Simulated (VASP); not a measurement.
The system is Cd.

```
Cd
1.0
     1.60803    0.92840    2.44929
    -1.60803    0.92840    2.44929
     0.00000   -1.85679    2.44929
Cd
1
Direct
  0.00000 0.00000 0.00000
```

Base run:

| Property | Result |
| --- | --- |
| Program | VASP 6.6.1 |
| Functional | PBE |
| Potentials or basis | VASP PAW PBE potentials, release 64 (Cd) |
| Cutoff | 520 eV |
| k mesh | 10 × 10 × 10 |
| Occupations | gaussian, width 0.05 eV |
| Spin | no spin polarisation |

Its results: band gap on the k mesh zero (band 6 reaches 4.10 eV, above the bottom of band 7 at 1.20 eV); pressure 2.4 GPa.

Problem. The run is repeated on the same cell with these changes: functional from PBE to PBEsol; further incar settings from ALGO = Fast; EDIFF = 1e-07; NBANDS = 12 to ALGO = Normal; EDIFF = 1e-06; NBANDS = 12. What comes out?

Solution. Band gap on the k mesh zero (band 6 reaches 3.90 eV, above the bottom of band 7 at 1.00 eV); pressure -1.9 GPa.

Caveats: the PAW data sets were made with another functional, which shifts forces and pressure a little (some runs).
